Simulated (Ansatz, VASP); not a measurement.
**NbH2 in VASP and in Ansatz**

```
Nb H
1.0
    -0.26142    2.09516    2.09516
     2.09516   -0.26142    2.09516
     2.09516    2.09516   -0.26142
Nb H
1 2
Direct
  0.00000 0.00000 0.00000
  0.25000 0.25000 0.25000
  0.75000 0.75000 0.75000
```

Alike in both runs: task single point; functional PBEsol; k mesh 16 × 16 × 16; occupations gaussian, width 0.15 eV; no spin polarisation.

|  | VASP | Ansatz |
| --- | --- | --- |
| version | VASP 6.6.1 | Ansatz 0.2.0 |
| potentials or method | VASP PAW PBE potentials, release 64 (Nb_sv, H), cutoff 520 eV | scalar-relativistic, plane waves, PAW |
| valence electrons in the cell | 15 | 15 |

Ansatz gave:

| Item | Value |
| --- | --- |
| gap on the k mesh at the Fermi level (eV) | none |
| pressure (GPa) | 21.2 |
| traceless stress, the component that is largest in VASP (GPa) | 24.22 |
| rms of the force components (eV/Å) | 1.014 |

Task: What did VASP give for the same quantities?

Result: gap on the k mesh at the Fermi level (eV): none; pressure (GPa): 20.6; traceless stress, the component that is largest in VASP (GPa): 24.14; rms of the force components (eV/Å): 1.012.

VASP's potentials were made for PBE, not for PBEsol. Atom by atom the forces differ by 0.003 eV/Å (rms over components). A gap of «none» marks a metal or a gap that the smearing closes.
